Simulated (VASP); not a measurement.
# MoP in VASP: single point with PBEsol

Aim: the single point of MoP with PBEsol.

Everything below comes from runs of VASP 6.6.1. Logs are shortened: lines on timing, memory, paths and dates and some standing lists are left out, and cuts for length are marked.

### 1 The cell of the first run

The cell holds a slab with vacuum, 6 atoms: a = 3.206 Å, b = 3.206 Å, c = 33.591 Å, α = 90.00°, β = 90.00°, γ = 120.00°.

### 2 Single point, PBEsol

Input file INCAR:

```
SYSTEM = MoP
PREC = Accurate ; ENCUT = 520
EDIFF = 1E-6 ; ISMEAR = 0
SIGMA = 0.1 ; LREAL = .False.
LASPH = .True. ; NELM = 60
ALGO = Normal ; ISIF = 2
LWAVE = .False. ; LCHARG = .False.
LDIPOL = .True. ; IDIPOL = 3
DIPOL = 0.5 0.5 0.344 ; GGA = PS
NBANDS = 38
```

Input file KPOINTS:

```
regular mesh
0
Gamma
  12 12 1
  0 0 0
```

Input file POSCAR:

```
MoP
1.0
    3.2062346808      0.0000000000      0.0000000000
   -1.6031173404      2.7766806841      0.0000000000
    0.0000000000      0.0000000000     33.5905553092
P Mo
3 3
Direct
    0.3333333333      0.6666666667      0.2253588601
    0.3333333333      0.6666666667      0.3213300990
    0.3333333333      0.6666666667      0.4176468175
    0.0000000000      0.0000000000      0.2726088035
    0.0000000000      0.0000000000      0.3679618403
    0.0000000000      0.0000000000      0.4600611546
```

Potentials or basis: VASP PAW PBE potentials, release 64 (P, Mo_sv).

Launch:

```console
$ cat potpaw_PBE.64/P/POTCAR potpaw_PBE.64/Mo_sv/POTCAR > POTCAR
$ mpirun -np 1 vasp_std > vasp.out
```

OUTCAR:

```text
SYSTEM = MoP
   PREC = Accurate
   ENCUT = 520
   EDIFF = 1E-6
   ISMEAR = 0
   LREAL = .False.
   LASPH = .True.
   NELM = 60
   ISIF = 2
   GGA = PS

 ion  position               nearest neighbor table
   1  0.333  0.667  0.225-   4 2.44   4 2.44   4 2.44
   2  0.333  0.667  0.321-   5 2.42   5 2.42   5 2.42   4 2.47   4 2.47   4 2.47
   3  0.333  0.667  0.418-   6 2.34   6 2.34   6 2.34   5 2.49   5 2.49   5 2.49
   4  0.000  0.000  0.273-   1 2.44   1 2.44   1 2.44   2 2.47   2 2.47   2 2.47   5 3.20
   5  0.000  0.000  0.368-   2 2.42   2 2.42   2 2.42   3 2.49   3 2.49   3 2.49   6 3.09   4 3.20

   6  0.000  0.000  0.460-   3 2.34   3 2.34   3 2.34   5 3.09

  LATTYP: Found a hexagonal cell.
 ALAT       =     3.2062346808
 C/A-ratio  =    10.4766365077

  Lattice vectors:

 A1 = (   3.2062346808,   0.0000000000,   0.0000000000)
 A2 = (  -1.6031173404,   2.7766806841,   0.0000000000)
 A3 = (   0.0000000000,   0.0000000000,  33.5905553092)

Analysis of symmetry for initial positions (statically):
=====================================================================
 Subroutine PRICEL returns:
 Original cell was already a primitive cell.

 Routine SETGRP: Setting up the symmetry group for a
 hexagonal supercell.

 Subroutine GETGRP returns: Found  6 space group operations
 (whereof  6 operations were pure point group operations)
 out of a pool of 24 trial point group operations.

The static configuration has the point symmetry C_3v.

Analysis of symmetry for dynamics (positions and initial velocities):
=====================================================================
 Subroutine PRICEL returns:
 Original cell was already a primitive cell.

 Routine SETGRP: Setting up the symmetry group for a
 hexagonal supercell.

 Subroutine GETGRP returns: Found  6 space group operations
 (whereof  6 operations were pure point group operations)
 out of a pool of 24 trial point group operations.

The dynamic configuration has the point symmetry C_3v.

 Subroutine INISYM returns: Found  6 space group operations
 (whereof  6 operations are pure point group operations),
 and found     1 'primitive' translations

----------------------------------------------------------------------------------------

                                     Primitive cell

  volume of cell :     299.0463

  direct lattice vectors                    reciprocal lattice vectors
     3.206234681  0.000000000  0.000000000     0.311892328  0.180071120  0.000000000
    -1.603117340  2.776680684  0.000000000     0.000000000  0.360142240  0.000000000
     0.000000000  0.000000000 33.590555309     0.000000000  0.000000000  0.029770273

  length of vectors
     3.206234681  3.206234681 33.590555309     0.360142240  0.360142240  0.029770273

  position of ions in fractional coordinates (direct lattice)
     0.333333333  0.666666667  0.225358860
     0.333333333  0.666666667  0.321330099
     0.333333333  0.666666667  0.417646817
     0.000000000  0.000000000  0.272608803
     0.000000000  0.000000000  0.367961840
     0.000000000  0.000000000  0.460061155

  ion indices of the primitive-cell ions
   primitive index   ion index
                 1           1
                 2           2
                 3           3
                 4           4
                 5           5
                 6           6

----------------------------------------------------------------------------------------

 KPOINTS: regular mesh

Automatic generation of k-mesh.
 Grid dimensions read from file:
 generate k-points for:   12   12    1

 Generating k-lattice:

  Cartesian coordinates                     Fractional coordinates (reciprocal lattice)
     0.025991027  0.015005927  0.000000000     0.083333333  0.000000000  0.000000000
     0.000000000  0.030011853  0.000000000     0.000000000  0.083333333  0.000000000
     0.000000000  0.000000000  0.029770273     0.000000000  0.000000000  1.000000000

  Length of vectors
     0.030011853  0.030011853  0.029770273

  Shift w.r.t. Gamma in fractional coordinates (k-lattice)
     0.000000000  0.000000000  0.000000000

 Subroutine IBZKPT returns following result:
 ===========================================

 Found     19 irreducible k-points:

 Following reciprocal coordinates:
            Coordinates               Weight
  0.000000  0.000000  0.000000      1.000000
  0.083333 -0.000000  0.000000      6.000000
  0.166667 -0.000000  0.000000      6.000000
  0.250000 -0.000000  0.000000      6.000000
  0.333333 -0.000000  0.000000      6.000000
  0.416667 -0.000000  0.000000      6.000000
[... 11 lines left out ...]
  0.333333  0.250000  0.000000     12.000000
  0.333333  0.333333  0.000000      2.000000
   k-points           NKPTS =     19   k-points in BZ     NKDIM =     19   number of bands    NBANDS=     38
   number of dos      NEDOS =    301   number of ions     NIONS =      6
   total plane-waves  NPLWV = 144000
   dimension x,y,z NGX =    24 NGY =   24 NGZ =  250
   dimension x,y,z NGXF=    48 NGYF=   48 NGZF=  500
   ions per type =               3   3
   NGX,Y,Z   is equivalent  to a cutoff of  12.44, 12.44, 12.37 a.u.
   NGXF,Y,Z  is equivalent  to a cutoff of  24.89, 24.89, 24.75 a.u.
 SYSTEM =  MoP
   PREC   = accura    normal or accurate (medium, high low for compatibility)
   ISTART =      0    job   : 0-new  1-cont  2-samecut
   ICHARG =      2    charge: 1-file 2-atom 10-const
   ISPIN  =      1    spin polarized calculation?
   LNONCOLLINEAR =      F non collinear calculations
   LSORBIT =      F    spin-orbit coupling
   LASPH  =      T    aspherical Exc in radial PAW
   ENCUT  =  520.0 eV  38.22 Ry    6.18 a.u.   5.96  5.96 62.46*2*pi/ulx,y,z
   NELM   =     60;   NELMIN=  2; NELMDL= -5     # of ELM steps
   EDIFF  = 0.1E-05   stopping-criterion for ELM
   LREAL  =      F    real-space projection
   EDIFFG = 0.1E-04   stopping-criterion for IOM
   NSW    =      0    number of steps for IOM
   IBRION =     -1    ionic relax: 0-MD 1-quasi-New 2-CG
   NFREE  =      0    steps in history (QN), initial steepest desc. (CG)
   ISIF   =      2    stress and relaxation
   ISYM   =      2    0-nonsym 1-usesym 2-fastsym
   POTIM  = 0.5000    time-step for ionic-motion
   TEBEG  =    0.0;   TEEND  =   0.0 temperature during run
   PSTRESS=    0.0 pullay stress
   NELECT =      57.0000    total number of electrons
   NUPDOWN=      -1.0000    fix difference up-down
   EMIN   =  10.00;   EMAX   =-10.00  energy-range for DOS
   EFERMI =   0.00;   METHOD = LEGACY
   ISMEAR =     0;   SIGMA  =   0.10  broadening in eV -4-tet -1-fermi 0-gaus
   EFERMI_NEDOS =   21; number of points for ismear=-14 and -15
   IALGO  =     38    algorithm
   IMIX   =      4    mixing-type and parameters
     AMIX     =   0.40;   BMIX     =  1.00
     AMIX_MAG =   1.60;   BMIX_MAG =  1.00
  volume/ion in A,a.u.               =      49.84       336.34
  Fermi-wavevector in a.u.,A,eV,Ry     =   0.942151  1.780406 12.077180  0.887648
  Thomas-Fermi vector in A             =   2.069732
   LORBIT       =      0    0 simple, 1 ext, 2 COOP (PROOUT), +10 PAW based schemes
   GGA     = PS    functional components
   LHFCALC =     F    Hartree Fock is set to
   AEXX    =    0.0000 exact exchange contribution
   IVDW    =     0    specifies the selected vdW correction
   LEPSILON=     F    determine dielectric tensor
   LRPA    =     F    only Hartree local field effects (RPA)
 non-spin polarized calculation
 Gauss-broadening in eV      SIGMA  =   0.10
  energy-cutoff  :      520.00
  volume of cell :      299.05
 maximum number of plane-waves:      8116
 NGX is ok and might be reduce to    24
   NGX = 11   NGY = 11   NGZ =125

 dipolmoment           0.000000      0.000000      0.006964 electrons x Angstroem

 number of electron      56.9999995 magnetization

 dipolmoment           0.000000      0.000000     -0.069801 electrons x Angstroem

 Free energy of the ion-electron system (eV)
  ---------------------------------------------------
  ext. energy  EPLUGINS =         0.00000000
  ---------------------------------------------------
  free energy    TOTEN  =       -53.74400683 eV

  energy without entropy =      -53.72058860  energy(sigma->0) =      -53.73229772

 E-fermi :  -0.1746     XC(G=0):  -4.2886

 val. band max:       -0.1765614285   @ k =   0.0833  -0.0000   0.0000
 cond. band min:      -0.1452753572   @ k =   0.1667   0.0833   0.0000
 fundamental gap:      0.0312860713
 Fermi energy:        -0.1745697660

 k-point     1 :       0.0000    0.0000    0.0000
  band No.  band energies     occupation
      1     -61.2728      2.00000
      2     -61.0002      2.00000
      3     -60.9833      2.00000
      4     -35.6507      2.00000
      5     -35.3392      2.00000
      6     -35.2302      2.00000
[... 30 lines left out ...]
     37       3.8796      0.00000
     38       4.4766      0.00000

 k-point     2 :       0.0833   -0.0000    0.0000
  band No.  band energies     occupation
      1     -61.2705      2.00000
      2     -60.9980      2.00000
      3     -60.9810      2.00000
      4     -35.6460      2.00000
      5     -35.3359      2.00000
      6     -35.2541      2.00000
[... 30 lines left out ...]
     37       4.0084      0.00000
     38       4.0271      0.00000

 k-point     3 :       0.1667   -0.0000    0.0000
  band No.  band energies     occupation
      1     -61.2642      2.00000
      2     -60.9920      2.00000
      3     -60.9747      2.00000
      4     -35.6329      2.00000
      5     -35.3295      2.00000
      6     -35.3164      2.00000
[... 30 lines left out ...]
     37       3.8802      0.00000
[... 576 lines left out ...]
 k-point    18 :       0.3333    0.2500    0.0000
  band No.  band energies     occupation
      1     -61.2351      2.00000
      2     -60.9641      2.00000
      3     -60.9456      2.00000
      4     -35.5720      2.00000
      5     -35.5189      2.00000
      6     -35.4140      2.00000
[... 30 lines left out ...]
     37       3.7502      0.00000
     38       4.7421      0.00000

 k-point    19 :       0.3333    0.3333    0.0000
  band No.  band energies     occupation
      1     -61.2339      2.00000
      2     -60.9630      2.00000
      3     -60.9444      2.00000
      4     -35.5696      2.00000
      5     -35.4909      2.00000
      6     -35.4566      2.00000
[... 30 lines left out ...]
     37       4.2908      0.00000
     38       4.6497      0.00000

------------------------ aborting loop because EDIFF is reached ----------------------------------------

 vacuum level on the upper side and lower side of the slab       (xc-potential included)        -0.707         0.688

  FORCE on cell =-STRESS in cart. coord.  units (eV):
  Direction    XX          YY          ZZ          XY          YZ          ZX
  --------------------------------------------------------------------------------------
  -------------------------------------------------------------------------------------
  Total       -4.5032507     -4.5032507     -0.7428540      0.0000000      0.0000000      0.0000000
  in kB      -24.1267196    -24.1267196     -3.9799315      0.0000000      0.0000000      0.0000000
  external PRESSURE =     -17.4111236 kB  Pullay stress =       0.0000000 kB

 VOLUME and BASIS-vectors are now :
 -----------------------------------------------------------------------------
  energy-cutoff  :      520.00
  volume of cell :      299.05
      direct lattice vectors                 reciprocal lattice vectors
     3.206234681  0.000000000  0.000000000     0.311892328  0.180071120  0.000000000
    -1.603117340  2.776680684  0.000000000     0.000000000  0.360142240  0.000000000
     0.000000000  0.000000000 33.590555309     0.000000000  0.000000000  0.029770273

 POSITION                                       TOTAL-FORCE (eV/Angst)
 -----------------------------------------------------------------------------------
     -0.00000      1.85112      7.56993         0.000000     -0.000000     -0.078370
     -0.00000      1.85112     10.79366         0.000000     -0.000000     -0.037716
     -0.00000      1.85112     14.02899        -0.000000      0.000000      0.279433
      0.00000      0.00000      9.15708         0.000000      0.000000      0.093925
      0.00000      0.00000     12.36004        -0.000000      0.000000      0.165993
      0.00000      0.00000     15.45371        -0.000000      0.000000     -0.423264
 -----------------------------------------------------------------------------------
    total drift:                                0.000000      0.000000     -0.000173

  FREE ENERGIE OF THE ION-ELECTRON SYSTEM (eV)
  ---------------------------------------------------
  free  energy   TOTEN  =       -53.7440068274 eV

  energy  without entropy=      -53.7205886035  energy(sigma->0) =      -53.73229772

 vacuum level on the upper side and lower side of the slab         4.047         5.466
```

Wall time 7.1 min (1 thread of Intel Xeon Platinum 8375C at 2.90GHz (Ice Lake), shared host); peak memory 0.45 GiB.

What came out:

```yaml
Free_energy: -53.7440 eV
Largest_force: 0.423 eV/Å
```

Forces in eV/Å, atoms in the order of the input:
```
P    0.000  0.000 -0.078
P    0.000  0.000 -0.038
P    0.000  0.000  0.279
Mo   0.000  0.000  0.094
Mo   0.000  0.000  0.166
Mo   0.000  0.000 -0.423
```

Levels at points of the mesh, in eV from the Fermi level:
```tsv
k point	band 26	band 27	band 28	band 29	band 30	band 31
(0.00, 0.00, 0.00)	-1.24	-0.73	-0.54	-0.54	-0.43	0.36
(0.50, 0.00, 0.00)	-1.06	-0.27	0.15	0.87	1.17	1.48
```

Caveat: the PAW data sets were made with another functional, which shifts forces and pressure a little.
